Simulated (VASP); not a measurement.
# Al12Ag in VASP: single point with r2SCAN

Aim: the single point of Al12Ag with r2SCAN.

All numbers are computed with VASP 6.6.1; they aren't measurements. Logs are shortened: lines on timing, memory, paths and dates and some standing lists are left out, and cuts for length are marked.

### Step 1. The cell of the first run

The cell holds a slab with vacuum, 13 atoms: a = 5.728 Å, b = 5.728 Å, c = 15.677 Å, α = 90.00°, β = 90.00°, γ = 60.00°.

### Step 2. Single point, r2SCAN

The input, POSCAR:

```
Al12Ag
1.0
    5.7275650000      0.0000000000      0.0000000000
    2.8637820000      4.9602170000      0.0000000000
    0.0000000000      0.0000000000     15.6765370000
Al Ag
12 1
Direct
    0.1666666208      0.1666667003      0.0637895984
    0.6666667081      0.1666667003      0.0637895984
    0.1666666712      0.6666665995      0.0637895984
    0.6666667585      0.6666665995      0.0637895984
   -0.1657941906      0.3310653546      0.2158881773
    0.3329565661      0.3335378271      0.2123553818
   -0.1665304483      0.8285155670      0.2099378836
    0.3404860125      0.8292395272      0.2088701733
    0.0285789340     -0.0397309231      0.3517838793
    0.5067693502     -0.0070851739      0.3574968757
    0.0038250543      0.4871466309      0.3630038318
    0.5012862930      0.4941354380      0.3629952840
   -0.1843766542      1.2327115931      0.4833390180
```

The input, INCAR.step1:

```
SYSTEM = Al12Ag
ALGO = Normal
EDIFF = 1E-4
ENCUT = 520
GGA = PE
ISMEAR = 0
LASPH = .TRUE.
LCHARG = .FALSE.
LREAL = .FALSE.
LWAVE = .TRUE.
NBANDS = 36
NELM = 80
PREC = Accurate
SIGMA = 0.15
```

The input, INCAR.step2:

```
SYSTEM = Al12Ag
ALGO = Normal
EDIFF = 1E-6
ENCUT = 520
ISIF = 2
ISMEAR = 0
ISTART = 1
LASPH = .TRUE.
LCHARG = .FALSE.
LMIXTAU = .TRUE.
LREAL = .FALSE.
LWAVE = .FALSE.
METAGGA = R2SCAN
NBANDS = 36
NELM = 80
PREC = Accurate
SIGMA = 0.15
```

The input, KPOINTS:

```
k-points
0
G
  5 5 1
  0 0 0
```

Potentials or basis: VASP PAW PBE potentials, release 64 (Al, Ag).

Started as:

```bash
> cat potpaw_PBE.64/Al/POTCAR potpaw_PBE.64/Ag/POTCAR > POTCAR
> cp INCAR.step1 INCAR
> mpirun -np 1 vasp_std > vasp.out
> cp INCAR.step2 INCAR
> mpirun -np 1 vasp_std > vasp.out
```

OUTCAR:

```text
SYSTEM = Al12Ag
   EDIFF = 1E-6
   ENCUT = 520
   ISIF = 2
   ISMEAR = 0
   ISTART = 1
   LASPH = .TRUE.
   LREAL = .FALSE.
   METAGGA = R2SCAN
   NELM = 80
   PREC = Accurate

 ion  position               nearest neighbor table
   1  0.167  0.167  0.064-   8 2.82   6 2.86   2 2.86   4 2.86   3 2.86   3 2.86   2 2.86   4 2.86
                             5 2.90
   2  0.667  0.167  0.064-   7 2.84   6 2.86   1 2.86   4 2.86   3 2.86   3 2.86   4 2.86   1 2.86
                             5 2.90
   3  0.167  0.667  0.064-   8 2.82   7 2.83   6 2.86   4 2.86   1 2.86   2 2.86   2 2.86   1 2.86
                             4 2.86
   4  0.667  0.667  0.064-   8 2.79   7 2.81   3 2.86   1 2.86   2 2.86   2 2.86   3 2.86   1 2.86
                             5 2.91
   5  0.834  0.331  0.216-   9 2.81  11 2.82  12 2.84   8 2.84   7 2.85   6 2.86   6 2.86   7 2.88
                             8 2.89   2 2.90   1 2.90   4 2.91
   6  0.333  0.334  0.212-  10 2.83   7 2.85   3 2.86   1 2.86   2 2.86   8 2.86   5 2.86   5 2.86
                             8 2.87  12 2.87  11 2.87   7 2.88
   7  0.833  0.829  0.210-   9 2.76   4 2.81   8 2.82  10 2.82   3 2.83   2 2.84   6 2.85   5 2.85
                             6 2.88   5 2.88   8 2.91  11 2.94
   8  0.340  0.829  0.209-   9 2.73   4 2.79   3 2.82   7 2.82   1 2.82   5 2.84  10 2.85   6 2.86
                             6 2.87   5 2.89   7 2.91  12 2.93
   9  0.029  0.960  0.352-  13 2.50  12 2.69   8 2.73   7 2.76  11 2.79   5 2.81  10 2.84  10 2.90
                            11 2.95  12 3.04
  10  0.507  0.993  0.357-   7 2.82   6 2.83   9 2.84   8 2.85  12 2.86  11 2.86  11 2.87  12 2.87
                             9 2.90  13 3.37
  11  0.004  0.487  0.363-   9 2.79   5 2.82  10 2.86  12 2.86  12 2.87   6 2.87  10 2.87  13 2.90
                             7 2.94   9 2.95
  12  0.501  0.494  0.363-  13 2.52   9 2.69   5 2.84  10 2.86  11 2.86  11 2.87   6 2.87  10 2.87
                             8 2.93   9 3.04
  13  0.816  0.233  0.483-   9 2.50  12 2.52  11 2.90  10 3.37

  LATTYP: Found a hexagonal cell.
 ALAT       =     5.7275649303
 C/A-ratio  =     2.7370334847

  Lattice vectors:

 A1 = (  -2.8637820000,  -4.9602170000,   0.0000000000)
 A2 = (   5.7275650000,   0.0000000000,   0.0000000000)
 A3 = (   0.0000000000,   0.0000000000,  15.6765370000)

Analysis of symmetry for initial positions (statically):
=====================================================================
 Subroutine PRICEL returns:
 Original cell was already a primitive cell.

 Routine SETGRP: Setting up the symmetry group for a
 hexagonal supercell.

 Subroutine GETGRP returns: Found  1 space group operations
 (whereof  1 operations were pure point group operations)
 out of a pool of 24 trial point group operations.

The static configuration has the point symmetry C_1 .

Analysis of symmetry for dynamics (positions and initial velocities):
=====================================================================
 Subroutine PRICEL returns:
 Original cell was already a primitive cell.

 Routine SETGRP: Setting up the symmetry group for a
 hexagonal supercell.

 Subroutine GETGRP returns: Found  1 space group operations
 (whereof  1 operations were pure point group operations)
 out of a pool of 24 trial point group operations.

The dynamic configuration has the point symmetry C_1 .

 Subroutine INISYM returns: Found  1 space group operations
 (whereof  1 operations are pure point group operations),
 and found     1 'primitive' translations

----------------------------------------------------------------------------------------

                                     Primitive cell

  volume of cell :     445.3699

  direct lattice vectors                    reciprocal lattice vectors
     5.727565000  0.000000000  0.000000000     0.174594265 -0.100802024  0.000000000
     2.863782000  4.960217000  0.000000000     0.000000000  0.201604083  0.000000000
     0.000000000  0.000000000 15.676537000     0.000000000  0.000000000  0.063789598

  length of vectors
     5.727565000  5.727564930 15.676537000     0.201604081  0.201604083  0.063789598

  position of ions in fractional coordinates (direct lattice)
     0.166666621  0.166666700  0.063789598
     0.666666708  0.166666700  0.063789598
     0.166666671  0.666666599  0.063789598
     0.666666758  0.666666599  0.063789598
     0.834205809  0.331065355  0.215888177
     0.332956566  0.333537827  0.212355382
     0.833469552  0.828515567  0.209937884
     0.340486013  0.829239527  0.208870173
     0.028578934  0.960269077  0.351783879
     0.506769350  0.992914826  0.357496876
     0.003825054  0.487146631  0.363003832
     0.501286293  0.494135438  0.362995284
     0.815623346  0.232711593  0.483339018

  ion indices of the primitive-cell ions
   primitive index   ion index
                 1           1
                 2           2
                 3           3
                 4           4
                 5           5
                 6           6
                 7           7
                 8           8
                 9           9
                10          10
                11          11
                12          12
                13          13

----------------------------------------------------------------------------------------

 KPOINTS: k-points

Automatic generation of k-mesh.
 Grid dimensions read from file:
 generate k-points for:    5    5    1

 Generating k-lattice:

  Cartesian coordinates                     Fractional coordinates (reciprocal lattice)
     0.034918853 -0.020160405  0.000000000     0.200000000 -0.000000000  0.000000000
     0.000000000  0.040320817  0.000000000     0.000000000  0.200000000  0.000000000
     0.000000000  0.000000000  0.063789598     0.000000000  0.000000000  1.000000000

  Length of vectors
     0.040320816  0.040320817  0.063789598

  Shift w.r.t. Gamma in fractional coordinates (k-lattice)
     0.000000000  0.000000000  0.000000000

 Subroutine IBZKPT returns following result:
 ===========================================

 Found     13 irreducible k-points:

 Following reciprocal coordinates:
            Coordinates               Weight
  0.000000  0.000000  0.000000      1.000000
  0.200000  0.000000  0.000000      2.000000
  0.200000  0.200000  0.000000      2.000000
  0.000000  0.200000  0.000000      2.000000
  0.400000  0.000000  0.000000      2.000000
  0.400000  0.400000  0.000000      2.000000
  0.000000  0.400000  0.000000      2.000000
  0.400000  0.200000  0.000000      2.000000
  0.200000  0.400000  0.000000      2.000000
 -0.200000  0.200000  0.000000      2.000000
 -0.400000  0.200000  0.000000      2.000000
  0.400000 -0.400000  0.000000      2.000000
 -0.200000  0.400000  0.000000      2.000000
   k-points           NKPTS =     13   k-points in BZ     NKDIM =     13   number of bands    NBANDS=     36
   number of dos      NEDOS =    301   number of ions     NIONS =     13
   total plane-waves  NPLWV = 276480
   dimension x,y,z NGX =    48 NGY =   48 NGZ =  120
   dimension x,y,z NGXF=    96 NGYF=   96 NGZF=  240
   ions per type =              12   1
   NGX,Y,Z   is equivalent  to a cutoff of  13.93, 13.93, 12.73 a.u.
   NGXF,Y,Z  is equivalent  to a cutoff of  27.86, 27.86, 25.45 a.u.
 SYSTEM =  Al12Ag
   PREC   = accura    normal or accurate (medium, high low for compatibility)
   ISTART =      1    job   : 0-new  1-cont  2-samecut
   ICHARG =      0    charge: 1-file 2-atom 10-const
   ISPIN  =      1    spin polarized calculation?
   LNONCOLLINEAR =      F non collinear calculations
   LSORBIT =      F    spin-orbit coupling
   LASPH  =      T    aspherical Exc in radial PAW
   ENCUT  =  520.0 eV  38.22 Ry    6.18 a.u.  10.65 10.65 29.15*2*pi/ulx,y,z
   NELM   =     80;   NELMIN=  2; NELMDL=  0     # of ELM steps
   EDIFF  = 0.1E-05   stopping-criterion for ELM
   LREAL  =      F    real-space projection
   EDIFFG = 0.1E-04   stopping-criterion for IOM
   NSW    =      0    number of steps for IOM
   IBRION =     -1    ionic relax: 0-MD 1-quasi-New 2-CG
   NFREE  =      0    steps in history (QN), initial steepest desc. (CG)
   ISIF   =      2    stress and relaxation
   ISYM   =      2    0-nonsym 1-usesym 2-fastsym
   POTIM  = 0.5000    time-step for ionic-motion
   TEBEG  =    0.0;   TEEND  =   0.0 temperature during run
   PSTRESS=    0.0 pullay stress
   NELECT =      47.0000    total number of electrons
   NUPDOWN=      -1.0000    fix difference up-down
   EMIN   =  10.00;   EMAX   =-10.00  energy-range for DOS
   EFERMI =   0.00;   METHOD = LEGACY
   ISMEAR =     0;   SIGMA  =   0.15  broadening in eV -4-tet -1-fermi 0-gaus
   EFERMI_NEDOS =   21; number of points for ismear=-14 and -15
   IALGO  =     38    algorithm
   IMIX   =      4    mixing-type and parameters
     AMIX     =   0.40;   BMIX     =  1.00
     AMIX_MAG =   1.60;   BMIX_MAG =  1.00
  volume/ion in A,a.u.               =      34.26       231.19
  Fermi-wavevector in a.u.,A,eV,Ry     =   0.773631  1.461951  8.143153  0.598505
  Thomas-Fermi vector in A             =   1.875516
   LORBIT       =      0    0 simple, 1 ext, 2 COOP (PROOUT), +10 PAW based schemes
   METAGGA = R2SCAN    functional components
   LHFCALC =     F    Hartree Fock is set to
   AEXX    =    0.0000 exact exchange contribution
   IVDW    =     0    specifies the selected vdW correction
   LEPSILON=     F    determine dielectric tensor
   LRPA    =     F    only Hartree local field effects (RPA)
 non-spin polarized calculation
 Gauss-broadening in eV      SIGMA  =   0.15
  energy-cutoff  :      520.00
  volume of cell :      445.37
 maximum number of plane-waves:     12001
 NGX is ok and might be reduce to    48
   NGX = 21   NGY = 21   NGZ = 59

 number of electron      47.0000005 magnetization

 Free energy of the ion-electron system (eV)
  ---------------------------------------------------
  ext. energy  EPLUGINS =         0.00000000
  ---------------------------------------------------
  free energy    TOTEN  =       -98.01983969 eV

  energy without entropy =      -97.95885269  energy(sigma->0) =      -97.98934619

 E-fermi :   1.9957     XC(G=0):  -6.5238

 val. band max:        1.9796475761   @ k =   0.0000   0.0000   0.0000
 cond. band min:       2.0389059802   @ k =   0.4000   0.0000   0.0000
 fundamental gap:      0.0592584041
 Fermi energy:         1.9957491966

 k-point     1 :       0.0000    0.0000    0.0000
  band No.  band energies     occupation
      1      -9.3040      2.00000
      2      -7.5732      2.00000
      3      -4.8661      2.00000
      4      -3.8590      2.00000
      5      -3.6833      2.00000
      6      -3.6002      2.00000
[... 27 lines left out ...]
     34       4.6393      0.00000
     35       4.6889      0.00000

 k-point     2 :       0.2000    0.0000    0.0000
  band No.  band energies     occupation
      1      -9.0497      2.00000
      2      -7.3240      2.00000
      3      -5.3165      2.00000
      4      -4.6475      2.00000
      5      -4.1895      2.00000
      6      -4.1398      2.00000
[... 27 lines left out ...]
     34       5.5588      0.00000
     35       5.6097      0.00000
[... 378 lines left out ...]
     34       4.9087      0.00000
     35       5.1178      0.00000

 k-point    13 :      -0.2000    0.4000    0.0000
  band No.  band energies     occupation
      1      -7.5751      2.00000
      2      -7.4960      2.00000
      3      -6.2966      2.00000
      4      -5.8591      2.00000
      5      -5.8371      2.00000
      6      -4.6724      2.00000
[... 27 lines left out ...]
     34       4.9509      0.00000
     35       5.1100      0.00000
 [bands above 35 left out]

------------------------ aborting loop because EDIFF is reached ----------------------------------------

  FORCE on cell =-STRESS in cart. coord.  units (eV):
  Direction    XX          YY          ZZ          XY          YZ          ZX
  --------------------------------------------------------------------------------------
  -------------------------------------------------------------------------------------
  Total       -8.0187726     -7.7381572     -0.8954059     -0.5759541      0.8153023      0.1272138
  in kB      -28.8468003    -27.8373119     -3.2211409     -2.0719423      2.9329754      0.4576400
  external PRESSURE =     -19.9684177 kB  Pullay stress =       0.0000000 kB

 VOLUME and BASIS-vectors are now :
 -----------------------------------------------------------------------------
  energy-cutoff  :      520.00
  volume of cell :      445.37
      direct lattice vectors                 reciprocal lattice vectors
     5.727565000  0.000000000  0.000000000     0.174594265 -0.100802024  0.000000000
     2.863782000  4.960217000  0.000000000     0.000000000  0.201604083  0.000000000
     0.000000000  0.000000000 15.676537000     0.000000000  0.000000000  0.063789598

 POSITION                                       TOTAL-FORCE (eV/Angst)
 -----------------------------------------------------------------------------------
      1.43189      0.82670      1.00000         0.109154     -0.002725      0.076145
      4.29567      0.82670      1.00000        -0.108474     -0.044519      0.181293
      2.86378      3.30681      1.00000        -0.032007     -0.057803     -0.037184
      5.72757      3.30681      1.00000         0.043000      0.039645     -0.034325
      5.72607      1.64216      3.38438         0.007719     -0.052020      0.010452
      2.86221      1.65442      3.32900        -0.006163     -0.027097     -0.004908
      7.14644      4.10962      3.29110         0.015874     -0.017859      0.012208
      4.32492      4.11321      3.27436         0.003346     -0.002688     -0.016815
      2.91369      4.76314      5.51475        -0.036706      0.009969      0.054601
      5.74605      4.92507      5.60431         0.033537     -0.047774     -0.000003
      1.41699      2.41635      5.69064        -0.007474     -0.063425      0.017187
      4.28625      2.45102      5.69051        -0.142653      0.121807     -0.279467
      5.33797      1.15430      7.57708         0.120847      0.144491      0.020816
 -----------------------------------------------------------------------------------
    total drift:                                0.000281     -0.000386     -0.000764

  FREE ENERGIE OF THE ION-ELECTRON SYSTEM (eV)
  ---------------------------------------------------
  free  energy   TOTEN  =       -98.0198396853 eV

  energy  without entropy=      -97.9588526895  energy(sigma->0) =      -97.98934619
```

Run time: 16 min. Hardware: 1 thread of Intel Xeon 6975P-C (Granite Rapids), shared host; peak memory 0.73 GiB.

Results:

- Free energy: -98.0198 eV
- Largest force: 0.337 eV/Å
- Band gap on the k mesh: zero (an odd number of electrons rules out a gap without spin polarisation)

Forces in eV/Å, atoms in the order of the input:
```
Al   0.109 -0.003  0.076
Al  -0.108 -0.045  0.181
Al  -0.032 -0.058 -0.037
Al   0.043  0.040 -0.034
Al   0.008 -0.052  0.010
Al  -0.006 -0.027 -0.005
Al   0.016 -0.018  0.012
Al   0.003 -0.003 -0.017
Al  -0.037  0.010  0.055
Al   0.034 -0.048  0.000
Al  -0.007 -0.063  0.017
Al  -0.143  0.122 -0.279
Ag   0.121  0.144  0.021
```

Caveat: there is no dipole correction, which matters where the two faces differ; the PAW data sets were made with another functional, which shifts forces and pressure a little.

The gap in the log of VASP goes by the Fermi energy; the results here count the filled bands.